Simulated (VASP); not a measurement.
# PtS2 (P-3m1) in VASP: a series of runs, part 2 of 3

VASP 6.6.1. The steps go on from the part before.

### 3 Single point, PBEsol (volume scaled by 0.97, then relaxed in part)

INCAR

```
  ALGO = Normal
  EDIFF = 1E-6
  ENCUT = 520
  GGA = PS
  ISIF = 2
  ISMEAR = 0
  LASPH = T
  LCHARG = F
  LREAL = F
  LWAVE = F
  NBANDS = 18
  NELM = 100
  PREC = Accurate
  SIGMA = 0.02
```

KPOINTS

```
k-points
0
Gamma
  12 12 8
```

POSCAR

```
PtS2
1.0
    3.5730283181      0.0000000000      0.0000000000
   -1.7865141590      3.0943332919      0.0000000000
    0.0000000000      0.0000000000      4.6204053082
Pt S
1 2
Direct
    0.0000000000      0.0000000000      0.0000000000
    0.3333333333      0.6666666667      0.2581445226
    0.6666666667      0.3333333333      0.7418554774
```

Potentials or basis: VASP PAW PBE potentials, release 64 (Pt, S).

The run is started by

```
$ cat potpaw_PBE.64/Pt/POTCAR potpaw_PBE.64/S/POTCAR > POTCAR
$ mpirun -np 1 vasp_std > vasp.out
```

OUTCAR:

```text
EDIFF = 1E-6
   ENCUT = 520
   GGA = PS
   ISIF = 2
   ISMEAR = 0
   LASPH = T
   LREAL = F
   NELM = 100
   PREC = Accurate

 ion  position               nearest neighbor table
   1  0.000  0.000  0.000-   2 2.38   3 2.38   2 2.38   3 2.38   3 2.38   2 2.38
   2  0.333  0.667  0.258-   1 2.38   1 2.38   1 2.38
   3  0.667  0.333  0.742-   1 2.38   1 2.38   1 2.38

  LATTYP: Found a hexagonal cell.
 ALAT       =     3.5730283181
 C/A-ratio  =     1.2931342539

  Lattice vectors:

 A1 = (   3.5730283181,   0.0000000000,   0.0000000000)
 A2 = (  -1.7865141590,   3.0943332919,   0.0000000000)
 A3 = (   0.0000000000,   0.0000000000,   4.6204053082)

Analysis of symmetry for initial positions (statically):
=====================================================================
 Subroutine PRICEL returns:
 Original cell was already a primitive cell.

 Routine SETGRP: Setting up the symmetry group for a
 hexagonal supercell.

 Subroutine GETGRP returns: Found 12 space group operations
 (whereof 12 operations were pure point group operations)
 out of a pool of 24 trial point group operations.

The static configuration has the point symmetry D_3d.

Analysis of symmetry for dynamics (positions and initial velocities):
=====================================================================
 Subroutine PRICEL returns:
 Original cell was already a primitive cell.

 Routine SETGRP: Setting up the symmetry group for a
 hexagonal supercell.

 Subroutine GETGRP returns: Found 12 space group operations
 (whereof 12 operations were pure point group operations)
 out of a pool of 24 trial point group operations.

The dynamic configuration has the point symmetry D_3d.

 Subroutine INISYM returns: Found 12 space group operations
 (whereof 12 operations are pure point group operations),
 and found     1 'primitive' translations

----------------------------------------------------------------------------------------

                                     Primitive cell

  volume of cell :      51.0839

  direct lattice vectors                    reciprocal lattice vectors
     3.573028318  0.000000000  0.000000000     0.279874636  0.161585696  0.000000000
    -1.786514159  3.094333292  0.000000000     0.000000000  0.323171393  0.000000000
     0.000000000  0.000000000  4.620405308     0.000000000  0.000000000  0.216431229

  length of vectors
     3.573028318  3.573028318  4.620405308     0.323171393  0.323171393  0.216431229

  position of ions in fractional coordinates (direct lattice)
     0.000000000  0.000000000  0.000000000
     0.333333333  0.666666667  0.258144523
     0.666666667  0.333333333  0.741855477

  ion indices of the primitive-cell ions
   primitive index   ion index
                 1           1
                 2           2
                 3           3

----------------------------------------------------------------------------------------

 KPOINTS: k-points

Automatic generation of k-mesh.
 Grid dimensions read from file:
 generate k-points for:   12   12    8

 Generating k-lattice:

  Cartesian coordinates                     Fractional coordinates (reciprocal lattice)
     0.023322886  0.013465475  0.000000000     0.083333333  0.000000000  0.000000000
     0.000000000  0.026930949  0.000000000     0.000000000  0.083333333  0.000000000
     0.000000000  0.000000000  0.027053904     0.000000000  0.000000000  0.125000000

  Length of vectors
     0.026930949  0.026930949  0.027053904

  Shift w.r.t. Gamma in fractional coordinates (k-lattice)
     0.000000000  0.000000000  0.000000000

 Subroutine IBZKPT returns following result:
 ===========================================

 Found    131 irreducible k-points:

 Following reciprocal coordinates:
            Coordinates               Weight
  0.000000  0.000000  0.000000      1.000000
  0.083333  0.000000  0.000000      6.000000
  0.166667  0.000000  0.000000      6.000000
  0.250000  0.000000  0.000000      6.000000
  0.333333  0.000000  0.000000      6.000000
  0.416667  0.000000  0.000000      6.000000
[... 16 lines left out ...]
  0.166667  0.000000  0.125000      6.000000
  0.000000  0.166667  0.125000      6.000000
 [... further k-points ...]
   k-points           NKPTS =    131   k-points in BZ     NKDIM =    131   number of bands    NBANDS=     18
   number of dos      NEDOS =    301   number of ions     NIONS =      3
   total plane-waves  NPLWV =  28224
   dimension x,y,z NGX =    28 NGY =   28 NGZ =   36
   dimension x,y,z NGXF=    56 NGYF=   56 NGZF=   72
   ions per type =               1   2
   NGX,Y,Z   is equivalent  to a cutoff of  13.03, 13.03, 12.95 a.u.
   NGXF,Y,Z  is equivalent  to a cutoff of  26.06, 26.06, 25.91 a.u.
 SYSTEM =  unknown system
   PREC   = accura    normal or accurate (medium, high low for compatibility)
   ISTART =      0    job   : 0-new  1-cont  2-samecut
   ICHARG =      2    charge: 1-file 2-atom 10-const
   ISPIN  =      1    spin polarized calculation?
   LNONCOLLINEAR =      F non collinear calculations
   LSORBIT =      F    spin-orbit coupling
   LASPH  =      T    aspherical Exc in radial PAW
   ENCUT  =  520.0 eV  38.22 Ry    6.18 a.u.   6.64  6.64  8.59*2*pi/ulx,y,z
   NELM   =    100;   NELMIN=  2; NELMDL= -5     # of ELM steps
   EDIFF  = 0.1E-05   stopping-criterion for ELM
   LREAL  =      F    real-space projection
   EDIFFG = 0.1E-04   stopping-criterion for IOM
   NSW    =      0    number of steps for IOM
   IBRION =     -1    ionic relax: 0-MD 1-quasi-New 2-CG
   NFREE  =      0    steps in history (QN), initial steepest desc. (CG)
   ISIF   =      2    stress and relaxation
   ISYM   =      2    0-nonsym 1-usesym 2-fastsym
   POTIM  = 0.5000    time-step for ionic-motion
   TEBEG  =    0.0;   TEEND  =   0.0 temperature during run
   PSTRESS=    0.0 pullay stress
   NELECT =      22.0000    total number of electrons
   NUPDOWN=      -1.0000    fix difference up-down
   EMIN   =  10.00;   EMAX   =-10.00  energy-range for DOS
   EFERMI =   0.00;   METHOD = LEGACY
   ISMEAR =     0;   SIGMA  =   0.02  broadening in eV -4-tet -1-fermi 0-gaus
   EFERMI_NEDOS =   21; number of points for ismear=-14 and -15
   IALGO  =     38    algorithm
   IMIX   =      4    mixing-type and parameters
     AMIX     =   0.40;   BMIX     =  1.00
     AMIX_MAG =   1.60;   BMIX_MAG =  1.00
  volume/ion in A,a.u.               =      17.03       114.91
  Fermi-wavevector in a.u.,A,eV,Ry     =   1.236292  2.336254 20.795400  1.528419
  Thomas-Fermi vector in A             =   2.370907
   LORBIT       =      0    0 simple, 1 ext, 2 COOP (PROOUT), +10 PAW based schemes
   GGA     = PS    functional components
   LHFCALC =     F    Hartree Fock is set to
   AEXX    =    0.0000 exact exchange contribution
   IVDW    =     0    specifies the selected vdW correction
   LEPSILON=     F    determine dielectric tensor
   LRPA    =     F    only Hartree local field effects (RPA)
 non-spin polarized calculation
 Gauss-broadening in eV      SIGMA  =   0.02
  energy-cutoff  :      520.00
  volume of cell :       51.08
 maximum number of plane-waves:      1409
 NGX is ok and might be reduce to    28
   NGX = 13   NGY = 13   NGZ = 17

 number of electron      21.9999997 magnetization

 Free energy of the ion-electron system (eV)
  ---------------------------------------------------
  ext. energy  EPLUGINS =         0.00000000
  ---------------------------------------------------
  free energy    TOTEN  =       -16.99273957 eV

  energy without entropy =      -16.99269444  energy(sigma->0) =      -16.99271700

 E-fermi :   8.1592     XC(G=0): -11.3027

 val. band max:        7.9402033143   @ k =   0.0000   0.0833   0.1250
 cond. band min:       8.1741891542   @ k =   0.0000   0.0000   0.0000
 fundamental gap:      0.2339858399
 Fermi energy:         8.1592220714

 k-point     1 :       0.0000    0.0000    0.0000
  band No.  band energies     occupation
      1      -8.0244      2.00000
      2      -4.4179      2.00000
      3       0.3023      2.00000
      4       0.8361      2.00000
      5       0.8361      2.00000
      6       3.7581      2.00000
[... 10 lines left out ...]
     17      15.3640      0.00000
     18      20.4273      0.00000
[... 463 lines left out ...]
 k-point    24 :       0.0000    0.1667    0.1250
  band No.  band energies     occupation
      1      -7.6072      2.00000
      2      -4.8161      2.00000
      3       0.5620      2.00000
      4       1.0305      2.00000
      5       1.5408      2.00000
      6       3.0252      2.00000
[... 10 lines left out ...]
     17      16.8250      0.00000
     18      17.0668      0.00000

 [... further k-points ...]
[... 5 lines left out ...]
  --------------------------------------------------------------------------------------
  -------------------------------------------------------------------------------------
  Total        0.1508446      0.1508446      0.2462287      0.0000000      0.0000000      0.0000000
  in kB        4.7310409      4.7310409      7.7226365      0.0000000      0.0000000      0.0000000
  external PRESSURE =       5.7282394 kB  Pullay stress =       0.0000000 kB

 VOLUME and BASIS-vectors are now :
 -----------------------------------------------------------------------------
  energy-cutoff  :      520.00
  volume of cell :       51.08
      direct lattice vectors                 reciprocal lattice vectors
     3.573028318  0.000000000  0.000000000     0.279874636  0.161585696  0.000000000
    -1.786514159  3.094333292  0.000000000     0.000000000  0.323171393  0.000000000
     0.000000000  0.000000000  4.620405308     0.000000000  0.000000000  0.216431229

 POSITION                                       TOTAL-FORCE (eV/Angst)
 -----------------------------------------------------------------------------------
      0.00000      0.00000      0.00000         0.000000      0.000000      0.000000
     -0.00000      2.06289      1.19273         0.000000      0.000000     -0.018959
      1.78651      1.03144      3.42767        -0.000000     -0.000000      0.018959
 -----------------------------------------------------------------------------------
    total drift:                               -0.000000      0.000000      0.000000

  FREE ENERGIE OF THE ION-ELECTRON SYSTEM (eV)
  ---------------------------------------------------
  free  energy   TOTEN  =       -16.9927395708 eV

  energy  without entropy=      -16.9926944380  energy(sigma->0) =      -16.99271700
```

OSZICAR:

```text
N       E                     dE             d eps       ncg     rms          rms(c)
DAV:   1     0.107923212230E+03    0.10792E+03   -0.10531E+04  4804   0.110E+03
DAV:   2    -0.131861426978E+02   -0.12111E+03   -0.11740E+03  5738   0.222E+02
DAV:   3    -0.182572952615E+02   -0.50712E+01   -0.50324E+01  5868   0.456E+01
DAV:   4    -0.183054865319E+02   -0.48191E-01   -0.48166E-01  6320   0.496E+00
DAV:   5    -0.183061120231E+02   -0.62549E-03   -0.62545E-03  5956   0.548E-01    0.187E+01
DAV:   6    -0.172685507361E+02    0.10376E+01   -0.62251E+00  4918   0.237E+01    0.124E+01
DAV:   7    -0.170234351509E+02    0.24512E+00   -0.11652E+00  4882   0.108E+01    0.578E+00
DAV:   8    -0.169958788090E+02    0.27556E-01   -0.68360E-02  5230   0.187E+00    0.123E+00
DAV:   9    -0.169926790547E+02    0.31998E-02   -0.74892E-03  5534   0.838E-01    0.240E-01
DAV:  10    -0.169927267074E+02   -0.47653E-04   -0.11742E-03  5442   0.223E-01    0.826E-02
DAV:  11    -0.169927401765E+02   -0.13469E-04   -0.46313E-05  6284   0.635E-02    0.365E-02
DAV:  12    -0.169927395708E+02    0.60569E-06   -0.76123E-06  5404   0.262E-02
   1 F= -.16992740E+02 E0= -.16992717E+02  d E =-.451329E-04
```

Run time: 97 s. Hardware: 1 thread of Intel Xeon 6975P-C (Granite Rapids), shared host; peak memory 0.25 GiB.

What came out:

| Item | Value |
| --- | --- |
| Free energy | -16.9927 eV |
| Pressure | 0.6 GPa |
| Largest force | 0.019 eV/Å |

Forces on the atoms (eV/Å):
```
Pt   0.000  0.000  0.000
S    0.000  0.000 -0.019
S    0.000  0.000  0.019
```

Levels at points of the mesh, in eV from the Fermi level:
```
           k point  band 8  band 9  band 10  band 11  band 12  band 13  band 14  band 15
(0.00, 0.00, 0.00)   -2.57   -1.69    -1.69     0.01     1.10     1.10     3.33     4.92
(0.50, 0.00, 0.00)   -4.24   -3.74    -3.66    -3.07     0.68     2.30     5.16     6.15
(0.00, 0.00, 0.50)   -3.41   -2.24    -2.24    -1.58     2.25     2.25     5.11     6.65
(0.50, 0.00, 0.50)   -3.77   -3.38    -3.34    -1.61     0.70     1.59     4.64     5.05
```

Caveat: the PAW data sets were made with another functional, which shifts forces and pressure a little; spin-orbit coupling is left out, which moves the levels of the heavy elements.

(Continued in part 3 of 3.)
